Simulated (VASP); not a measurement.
Here is a VASP 6.6.1 calculation.

File INCAR:

```
ALGO = Normal ; EDIFF = 1E-6
ENCUT = 520 ; GGA = PE
ISIF = 2 ; ISMEAR = 0
LASPH = True ; LCHARG = False
LREAL = False ; LWAVE = False
NBANDS = 35 ; NELM = 100
PREC = Accurate ; SIGMA = 0.02
```

File KPOINTS:

```
k-points
0
Gamma
  12 12 2
```

Contents of POSCAR:

```
WS2
1.0
    3.1877751740      0.0000000029      0.0000000000
   -1.5938875895      2.7606942808      0.0000000000
    0.0000000000      0.0000000000     14.8712784403
W S
2 4
Direct
    0.3333333333      0.6666666667      0.2500000000
    0.6666666667      0.3333333333      0.7500000000
    0.3333333333      0.6666666667      0.6443541067
    0.6666666667      0.3333333333      0.1443541067
    0.3333333333      0.6666666667      0.8556458933
    0.6666666667      0.3333333333      0.3556458933
```

Potentials or basis: VASP PAW PBE potentials, release 64 (W_sv, S).

Launch:

```sh
$ cat potpaw_PBE.64/W_sv/POTCAR potpaw_PBE.64/S/POTCAR > POTCAR
$ mpirun -np 1 vasp_std > vasp.out
```

(1) What does it give for the band gap on the k mesh?

(2) What does it give for the pressure?

## Answers

(1) 1.64 eV (least direct gap 1.80 eV).

(2) 0.0 GPa.

Caveat: spin-orbit coupling is left out, which moves the levels of the heavy elements; this functional lacks dispersion, which binds layers or chains, so the pressure and a relaxed spacing across them are unreliable.
